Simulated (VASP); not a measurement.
# GaAs (I-4m2) in VASP: further runs

Runs on GaAs. Level: r2SCAN. Tasks: single point.

Everything below comes from runs of VASP 6.6.1. Logs are shortened: lines on timing, memory, paths and dates and some standing lists are left out, and cuts for length are marked.

## (1) The cell of the first run

The structure is tetragonal, space group I-4m2 (No. 119). Conventional cell: a = 3.987 Å, b = 3.987 Å, c = 5.690 Å, α = 90.00°, β = 90.00°, γ = 90.00°. Within 3.2 Å of Ga (site symmetry -4m2) lie 4 As at 2.45 Å. Within 3.2 Å of As (site symmetry -4m2) lie 4 Ga at 2.45 Å.

## (2) Single point, r2SCAN (in-plane strain -0.005, then relaxed in part)

POSCAR reads:

```
GaAs
1.0
    2.8192629438      2.8192629438      0.0000000000
   -2.8192629438      2.8192629438      0.0000000000
    0.0000000000      2.8192629438      2.8448747381
Ga As
1 1
Direct
    0.0000000000      0.0000000000      0.0000000000
    0.7500000000      0.2500000000      0.5000000000
```

INCAR.step1 reads:

```
SYSTEM = GaAs
  PREC = Accurate
  ENCUT = 520
  ISMEAR = 0
  SIGMA = 0.01
  LREAL = .FALSE.
  LASPH = .TRUE.
  NELM = 60
  NBANDS = 16
  GGA = PE
  ALGO = Normal
  EDIFF = 1E-4
  LWAVE = .TRUE.
  LCHARG = .FALSE.
```

INCAR.step2 reads:

```
SYSTEM = GaAs
  PREC = Accurate
  ENCUT = 520
  EDIFF = 1E-6
  ISMEAR = 0
  SIGMA = 0.01
  LREAL = .FALSE.
  LASPH = .TRUE.
  NELM = 60
  ALGO = Normal
  ISIF = 2
  LWAVE = .FALSE.
  LCHARG = .FALSE.
  METAGGA = R2SCAN
  LMIXTAU = .TRUE.
  NBANDS = 16
  ISTART = 1
```

KPOINTS reads:

```
Automatic mesh
0
G
  8 8 8
  0 0 0
```

Potentials or basis: VASP PAW PBE potentials, release 64 (Ga_d, As).

Run with:

```sh
$ cat potpaw_PBE.64/Ga_d/POTCAR potpaw_PBE.64/As/POTCAR > POTCAR
$ cp INCAR.step1 INCAR
$ mpirun -np 1 vasp_std > vasp.out
$ cp INCAR.step2 INCAR
$ mpirun -np 1 vasp_std > vasp.out
```

OUTCAR:

```text
SYSTEM = GaAs
   PREC = Accurate
   ENCUT = 520
   EDIFF = 1E-6
   ISMEAR = 0
   LREAL = .FALSE.
   LASPH = .TRUE.
   NELM = 60
   ISIF = 2
   METAGGA = R2SCAN
   ISTART = 1

 ion  position               nearest neighbor table
   1  0.000  0.000  0.000-   2 2.45   2 2.45   2 2.45   2 2.45
   2  0.750  0.250  0.500-   1 2.45   1 2.45   1 2.45   1 2.45

  LATTYP: Found a body centered tetragonal cell.
 ALAT       =     3.9870398910
 C/A-ratio  =     1.4270610858

  Lattice vectors:

 A1 = (   2.8192629438,   0.0000000000,  -2.8448747381)
 A2 = (  -2.8192629438,   0.0000000000,  -2.8448747381)
 A3 = (   0.0000000000,   2.8192629438,   2.8448747381)

Analysis of symmetry for initial positions (statically):
=====================================================================
 Subroutine PRICEL returns:
 Original cell was already a primitive cell.

 Routine SETGRP: Setting up the symmetry group for a
 body centered tetragonal supercell.

 Subroutine GETGRP returns: Found  8 space group operations
 (whereof  8 operations were pure point group operations)
 out of a pool of 16 trial point group operations.

The static configuration has the point symmetry D_2d.

Analysis of symmetry for dynamics (positions and initial velocities):
=====================================================================
 Subroutine PRICEL returns:
 Original cell was already a primitive cell.

 Routine SETGRP: Setting up the symmetry group for a
 body centered tetragonal supercell.

 Subroutine GETGRP returns: Found  8 space group operations
 (whereof  8 operations were pure point group operations)
 out of a pool of 16 trial point group operations.

The dynamic configuration has the point symmetry D_2d.

 Subroutine INISYM returns: Found  8 space group operations
 (whereof  8 operations are pure point group operations),
 and found     1 'primitive' translations

----------------------------------------------------------------------------------------

                                     Primitive cell

  volume of cell :      45.2235

  direct lattice vectors                    reciprocal lattice vectors
     2.819262944  2.819262944  0.000000000     0.177351318  0.177351318 -0.175754663
    -2.819262944  2.819262944  0.000000000    -0.177351318  0.177351318 -0.175754663
     0.000000000  2.819262944  2.844874738     0.000000000  0.000000000  0.351509325

  length of vectors
     3.987039891  3.987039891  4.005191109     0.306262439  0.306262439  0.351509325

  position of ions in fractional coordinates (direct lattice)
     0.000000000  0.000000000  0.000000000
     0.750000000  0.250000000  0.500000000

  ion indices of the primitive-cell ions
   primitive index   ion index
                 1           1
                 2           2

----------------------------------------------------------------------------------------

 KPOINTS: Automatic mesh

Automatic generation of k-mesh.
 Grid dimensions read from file:
 generate k-points for:    8    8    8

 Generating k-lattice:

  Cartesian coordinates                     Fractional coordinates (reciprocal lattice)
     0.022168915  0.022168915 -0.021969333     0.125000000  0.000000000 -0.000000000
    -0.022168915  0.022168915 -0.021969333     0.000000000  0.125000000 -0.000000000
     0.000000000  0.000000000  0.043938666     0.000000000  0.000000000  0.125000000

  Length of vectors
     0.038282805  0.038282805  0.043938666

  Shift w.r.t. Gamma in fractional coordinates (k-lattice)
     0.000000000  0.000000000  0.000000000

 Subroutine IBZKPT returns following result:
 ===========================================

 Found     59 irreducible k-points:

 Following reciprocal coordinates:
            Coordinates               Weight
  0.000000  0.000000  0.000000      1.000000
  0.125000  0.000000 -0.000000      8.000000
  0.250000  0.000000 -0.000000      8.000000
  0.375000  0.000000  0.000000      8.000000
  0.500000  0.000000 -0.000000      4.000000
  0.125000  0.125000 -0.000000      8.000000
[... 16 lines left out ...]
  0.250000  0.000000  0.125000      4.000000
  0.375000  0.000000  0.125000      8.000000
 [... further k-points ...]
   k-points           NKPTS =     59   k-points in BZ     NKDIM =     59   number of bands    NBANDS=     16
   number of dos      NEDOS =    301   number of ions     NIONS =      2
   total plane-waves  NPLWV =  27000
   dimension x,y,z NGX =    30 NGY =   30 NGZ =   30
   dimension x,y,z NGXF=    60 NGYF=   60 NGZF=   60
   ions per type =               1   1
   NGX,Y,Z   is equivalent  to a cutoff of  12.51, 12.51, 12.45 a.u.
   NGXF,Y,Z  is equivalent  to a cutoff of  25.02, 25.02, 24.90 a.u.
 SYSTEM =  GaAs
   PREC   = accura    normal or accurate (medium, high low for compatibility)
   ISTART =      1    job   : 0-new  1-cont  2-samecut
   ICHARG =      0    charge: 1-file 2-atom 10-const
   ISPIN  =      1    spin polarized calculation?
   LNONCOLLINEAR =      F non collinear calculations
   LSORBIT =      F    spin-orbit coupling
   LASPH  =      T    aspherical Exc in radial PAW
   ENCUT  =  520.0 eV  38.22 Ry    6.18 a.u.   7.41  7.41  7.45*2*pi/ulx,y,z
   NELM   =     60;   NELMIN=  2; NELMDL=  0     # of ELM steps
   EDIFF  = 0.1E-05   stopping-criterion for ELM
   LREAL  =      F    real-space projection
   EDIFFG = 0.1E-04   stopping-criterion for IOM
   NSW    =      0    number of steps for IOM
   IBRION =     -1    ionic relax: 0-MD 1-quasi-New 2-CG
   NFREE  =      0    steps in history (QN), initial steepest desc. (CG)
   ISIF   =      2    stress and relaxation
   ISYM   =      2    0-nonsym 1-usesym 2-fastsym
   POTIM  = 0.5000    time-step for ionic-motion
   TEBEG  =    0.0;   TEEND  =   0.0 temperature during run
   PSTRESS=    0.0 pullay stress
   NELECT =      18.0000    total number of electrons
   NUPDOWN=      -1.0000    fix difference up-down
   EMIN   =  10.00;   EMAX   =-10.00  energy-range for DOS
   EFERMI =   0.00;   METHOD = LEGACY
   ISMEAR =     0;   SIGMA  =   0.01  broadening in eV -4-tet -1-fermi 0-gaus
   EFERMI_NEDOS =   21; number of points for ismear=-14 and -15
   IALGO  =     38    algorithm
   IMIX   =      4    mixing-type and parameters
     AMIX     =   0.40;   BMIX     =  1.00
     AMIX_MAG =   1.60;   BMIX_MAG =  1.00
  volume/ion in A,a.u.               =      22.61       152.59
  Fermi-wavevector in a.u.,A,eV,Ry     =   1.204234  2.275672 19.730891  1.450180
  Thomas-Fermi vector in A             =   2.339965
   LORBIT       =      0    0 simple, 1 ext, 2 COOP (PROOUT), +10 PAW based schemes
   METAGGA = R2SCAN    functional components
   LHFCALC =     F    Hartree Fock is set to
   AEXX    =    0.0000 exact exchange contribution
   IVDW    =     0    specifies the selected vdW correction
   LEPSILON=     F    determine dielectric tensor
   LRPA    =     F    only Hartree local field effects (RPA)
 non-spin polarized calculation
 Gauss-broadening in eV      SIGMA  =   0.01
  energy-cutoff  :      520.00
  volume of cell :       45.22
 maximum number of plane-waves:      1243
 NGX is ok and might be reduce to    30
   NGX = 15   NGY = 15   NGZ = 15

 number of electron      17.9999995 magnetization

 Free energy of the ion-electron system (eV)
  ---------------------------------------------------
  ext. energy  EPLUGINS =         0.00000000
  ---------------------------------------------------
  free energy    TOTEN  =       -27.05224276 eV

  energy without entropy =      -27.05224276  energy(sigma->0) =      -27.05224276

 E-fermi :   3.7940     XC(G=0): -10.2506

 val. band max:        3.6884031989   @ k =   0.0000   0.0000   0.0000
 cond. band min:       4.6581696791   @ k =   0.0000   0.0000   0.0000
 fundamental gap:      0.9697664802
 Fermi energy:         3.7939844109

 k-point     1 :       0.0000    0.0000    0.0000
  band No.  band energies     occupation
      1     -11.5655      2.00000
      2     -11.5632      2.00000
      3     -11.5632      2.00000
      4     -11.4756      2.00000
      5     -11.4740      2.00000
      6      -9.5327      2.00000
[... 8 lines left out ...]
     15      14.2072      0.00000
     16      14.3885      0.00000

 k-point     2 :       0.1250    0.0000   -0.0000
  band No.  band energies     occupation
      1     -11.5794      2.00000
      2     -11.5609      2.00000
      3     -11.5594      2.00000
      4     -11.4758      2.00000
      5     -11.4741      2.00000
      6      -9.3404      2.00000
[... 8 lines left out ...]
     15      13.3957      0.00000
     16      13.5237      0.00000

 k-point     3 :       0.2500    0.0000   -0.0000
  band No.  band energies     occupation
      1     -11.6122      2.00000
      2     -11.5525      2.00000
      3     -11.5511      2.00000
      4     -11.4754      2.00000
      5     -11.4734      2.00000
      6      -8.8051      2.00000
[... 8 lines left out ...]
     15      13.2453      0.00000
     16      13.3019      0.00000

 k-point     4 :       0.3750    0.0000    0.0000
  band No.  band energies     occupation
      1     -11.6410      2.00000
      2     -11.5457      2.00000
      3     -11.5443      2.00000
      4     -11.4735      2.00000
      5     -11.4711      2.00000
      6      -8.0904      2.00000
[... 8 lines left out ...]
     15      14.4305      0.00000
     16      14.4749      0.00000

 k-point     5 :       0.5000    0.0000   -0.0000
  band No.  band energies     occupation
      1     -11.6520      2.00000
      2     -11.5434      2.00000
      3     -11.5421      2.00000
      4     -11.4722      2.00000
      5     -11.4696      2.00000
      6      -7.6840      2.00000
[... 8 lines left out ...]
     15      16.1855      0.00000
     16      16.2708      0.00000

 k-point     6 :       0.1250    0.1250   -0.0000
  band No.  band energies     occupation
      1     -11.6009      2.00000
      2     -11.5562      2.00000
      3     -11.5515      2.00000
      4     -11.4768      2.00000
      5     -11.4735      2.00000
      6      -9.0342      2.00000
[... 8 lines left out ...]
     15      13.4701      0.00000
     16      14.0816      0.00000

 k-point     7 :       0.2500    0.1250   -0.0000
  band No.  band energies     occupation
      1     -11.6298      2.00000
      2     -11.5474      2.00000
      3     -11.5440      2.00000
      4     -11.4767      2.00000
      5     -11.4726      2.00000
      6      -8.4260      2.00000
[... 8 lines left out ...]
     15      14.0801      0.00000
     16      15.4013      0.00000

 k-point     8 :       0.3750    0.1250   -0.0000
  band No.  band energies     occupation
      1     -11.6506      2.00000
      2     -11.5407      2.00000
      3     -11.5398      2.00000
      4     -11.4742      2.00000
      5     -11.4720      2.00000
      6      -7.7519      2.00000
[... 8 lines left out ...]
     15      14.0493      0.00000
     16      15.9720      0.00000

 k-point     9 :       0.5000    0.1250    0.0000
  band No.  band energies     occupation
      1     -11.6545      2.00000
      2     -11.5402      2.00000
      3     -11.5379      2.00000
      4     -11.4764      2.00000
      5     -11.4692      2.00000
      6      -7.6049      2.00000
[... 8 lines left out ...]
     15      15.7738      0.00000
     16      16.2360      0.00000
[... 172 lines left out ...]
 k-point    19 :       0.5000    0.3750   -0.0000
  band No.  band energies     occupation
      1     -11.6789      2.00000
      2     -11.5182      2.00000
      3     -11.5155      2.00000
      4     -11.4975      2.00000
      5     -11.4625      2.00000
      6      -7.0649      2.00000
[... 8 lines left out ...]
     15      16.7786      0.00000
     16      17.3281      0.00000

 k-point    20 :      -0.3750    0.3750    0.0000
  band No.  band energies     occupation
      1     -11.6717      2.00000
      2     -11.5199      2.00000
      3     -11.5193      2.00000
      4     -11.4979      2.00000
      5     -11.4624      2.00000
      6      -7.5427      2.00000
[... 8 lines left out ...]
     15      16.5742      0.00000
     16      18.0779      0.00000

 k-point    21 :       0.5000    0.5000   -0.0000
  band No.  band energies     occupation
      1     -11.6855      2.00000
      2     -11.5118      2.00000
      3     -11.5114      2.00000
      4     -11.5024      2.00000
      5     -11.4603      2.00000
      6      -6.8973      2.00000
[... 8 lines left out ...]
     15      17.5773      0.00000
     16      17.6726      0.00000

 k-point    22 :       0.0000    0.0000    0.1250
  band No.  band energies     occupation
      1     -11.5889      2.00000
      2     -11.5559      2.00000
      3     -11.5559      2.00000
      4     -11.4769      2.00000
      5     -11.4736      2.00000
      6      -9.2792      2.00000
[... 8 lines left out ...]
     15      13.1936      0.00000
     16      14.6494      0.00000

 k-point    23 :       0.2500    0.0000    0.1250
  band No.  band energies     occupation
      1     -11.6004      2.00000
      2     -11.5552      2.00000
      3     -11.5532      2.00000
      4     -11.4780      2.00000
      5     -11.4724      2.00000
      6      -9.0306      2.00000
[... 8 lines left out ...]
     15      13.5155      0.00000
     16      14.0876      0.00000

 k-point    24 :       0.3750    0.0000    0.1250
  band No.  band energies     occupation
      1     -11.6297      2.00000
      2     -11.5464      2.00000
      3     -11.5453      2.00000
      4     -11.4781      2.00000
      5     -11.4713      2.00000
      6      -8.4206      2.00000
[... 8 lines left out ...]
     15      14.0652      0.00000
     16      15.4159      0.00000

 [... further k-points ...]

------------------------ aborting loop because EDIFF is reached ----------------------------------------

  FORCE on cell =-STRESS in cart. coord.  units (eV):
  Direction    XX          YY          ZZ          XY          YZ          ZX
  --------------------------------------------------------------------------------------
  -------------------------------------------------------------------------------------
  Total        0.2142488      0.2142488      0.0407450      0.0000000      0.0000000      0.0000000
  in kB        7.5904007      7.5904007      1.4435144      0.0000000      0.0000000      0.0000000
  external PRESSURE =       5.5414386 kB  Pullay stress =       0.0000000 kB

 VOLUME and BASIS-vectors are now :
 -----------------------------------------------------------------------------
  energy-cutoff  :      520.00
  volume of cell :       45.22
      direct lattice vectors                 reciprocal lattice vectors
     2.819262944  2.819262944  0.000000000     0.177351318  0.177351318 -0.175754663
    -2.819262944  2.819262944  0.000000000    -0.177351318  0.177351318 -0.175754663
     0.000000000  2.819262944  2.844874738     0.000000000  0.000000000  0.351509325

 POSITION                                       TOTAL-FORCE (eV/Angst)
 -----------------------------------------------------------------------------------
      0.00000      0.00000      0.00000         0.000000     -0.000000      0.000000
      1.40963      4.22889      1.42244        -0.000000      0.000000      0.000000
 -----------------------------------------------------------------------------------
    total drift:                               -0.000031     -0.000000      0.000000

  FREE ENERGIE OF THE ION-ELECTRON SYSTEM (eV)
  ---------------------------------------------------
  free  energy   TOTEN  =       -27.0522427641 eV

  energy  without entropy=      -27.0522427641  energy(sigma->0) =      -27.05224276
```

Run time: 80 s. Hardware: 1 thread of Intel Xeon 6975P-C (Granite Rapids), shared host; peak memory 0.19 GiB.

What came out:

```yaml
Free_energy: -27.0522 eV
Pressure: 0.6 GPa
Band_gap_on_the_k_mesh: 0.97 eV, direct
```

Caveat: the cell differs from its parent crystal (in-plane strain -0.005, then relaxed in part); the PAW data sets were made with another functional, which shifts forces and pressure a little. A k mesh can miss the band edges.

## (3) Single point, r2SCAN (in-plane strain +0.005, then relaxed in part)

POSCAR reads:

```
GaAs
1.0
    2.8475972448      2.8475972448      0.0000000000
   -2.8475972448      2.8475972448      0.0000000000
    0.0000000000      2.8475972448      2.8212530413
Ga As
1 1
Direct
    0.0000000000      0.0000000000      0.0000000000
    0.7500000000      0.2500000000      0.5000000000
```

INCAR.step1 reads:

```
PREC = Accurate
ENCUT = 520
ISMEAR = 0
SIGMA = 0.01
LREAL = F
LASPH = T
NELM = 60
NBANDS = 16
GGA = PE
ALGO = Normal
EDIFF = 1E-4
LWAVE = T
LCHARG = F
```

INCAR.step2 reads:

```
PREC = Accurate
ENCUT = 520
EDIFF = 1E-6
ISMEAR = 0
SIGMA = 0.01
LREAL = F
LASPH = T
NELM = 60
ALGO = Normal
ISIF = 2
LWAVE = F
LCHARG = F
METAGGA = R2SCAN
LMIXTAU = T
NBANDS = 16
ISTART = 1
```

KPOINTS reads:

```
regular mesh
0
Gamma
  8 8 8
```

Potentials or basis: VASP PAW PBE potentials, release 64 (Ga_d, As).

Run with:

```sh
$ cat potpaw_PBE.64/Ga_d/POTCAR potpaw_PBE.64/As/POTCAR > POTCAR
$ cp INCAR.step1 INCAR
$ mpirun -np 1 vasp_std > vasp.out
$ cp INCAR.step2 INCAR
$ mpirun -np 1 vasp_std > vasp.out
```

Wall time 80 s (1 thread of Intel Xeon 6975P-C (Granite Rapids), shared host); peak memory 0.2 GiB.

Results (log left out):

- Free energy: -27.0525 eV
- Pressure: -0.3 GPa
- Band gap on the k mesh: 0.86 eV, direct

Stress tensor (GPa, compression positive):
```
-0.51  0.00  0.00
 0.00 -0.51  0.00
 0.00  0.00  0.10
```

Levels at points of the mesh, in eV from the valence-band top:
```csv
k point,band 5,band 6,band 7,band 8,band 9,band 10,band 11,band 12,band 13,band 14
"(0.00, 0.00, 0.00)",-15.16,-13.15,-0.05,-0.05,0.00,0.86,3.98,4.01,4.01,8.17
"(0.50, 0.00, 0.00)",-15.16,-11.34,-6.78,-1.24,-1.16,1.28,4.92,4.98,8.24,11.00
"(0.50, 0.50, 0.00)",-15.15,-10.59,-6.99,-2.75,-2.74,1.76,1.95,10.69,10.74,11.57
"(0.00, 0.00, 0.50)",-15.15,-10.56,-6.93,-2.81,-2.81,1.70,1.86,10.72,10.72,11.64
```

Caveat: the cell differs from its parent crystal (in-plane strain +0.005, then relaxed in part); the PAW data sets were made with another functional, which shifts forces and pressure a little. A k mesh can miss the band edges.

[end of part 1 of 2]
